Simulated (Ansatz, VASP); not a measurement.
**Ti: VASP beside Ansatz**

INCAR

```
ALGO = Fast
EDIFF = 1E-6
ENCUT = 520
GGA = PE
ISIF = 2
ISMEAR = 0
LASPH = True
LCHARG = True
LELF = True
LREAL = False
LVHAR = True
LWAVE = False
NBANDS = 19
NELM = 100
PREC = Accurate
SIGMA = 0.15
```

Contents of KPOINTS:

```
k-points
0
Gamma
  24 24 14
```

The input POSCAR:

```
Ti
1.0
    2.8209197388      0.0000000000      0.0000000000
   -1.4104598694      2.4429881559      0.0000000000
    0.0000000000      0.0000000000      5.0226847358
Ti
2
Direct
    0.3333333333      0.6666666667      0.2500000000
    0.6666666667      0.3333333333      0.7500000000
```

Input for Ansatz:

```yaml
crystal:
  lattice:
    - [2.8209197388, 0.0, 0.0]
    - [-1.4104598694, 2.4429881559, 0.0]
    - [0.0, 0.0, 5.0226847358]
  atoms:
    - { symbol: Ti, position: [0.3333333333, 0.6666666667, 0.25] }
    - { symbol: Ti, position: [0.6666666667, 0.3333333333, 0.75] }
basis:
  ecutwfc: 420
kpoints:
  mp_grid: { grid: [24, 24, 14] }
hamiltonian:
  xc: pbe
scf:
  occupations: { method: gaussian, width: 0.15 }
output:
  forces: true
  stress: true
  eigenvalues: true
```

Change from the starting cell: strain -0.040 along x and y, +0.080 along z, atoms carried along.

Alike in both runs: task single point; functional PBE; k mesh 24 × 24 × 14; occupations gaussian, width 0.15 eV; no spin polarisation.

|  | VASP | Ansatz |
| --- | --- | --- |
| version | VASP 6.6.1 | Ansatz 0.2.0 |
| potentials or method | VASP PAW PBE potentials, release 64 (Ti_sv), cutoff 520 eV | scalar-relativistic, plane waves, PAW |
| valence electrons in the cell | 24 | 24 |

```tsv
	VASP	Ansatz	Ansatz less VASP
gap on the k mesh at the Fermi level (eV)	none	none	-
pressure (GPa)	0.3	0.6	+0.37
traceless stress, the component that is largest in VASP (GPa)	-7.91	-7.98	-0.070
```

A gap of «none» marks a metal or a gap that the smearing closes. With one functional, cell and mesh, what is left measures potentials, basis and numerics.
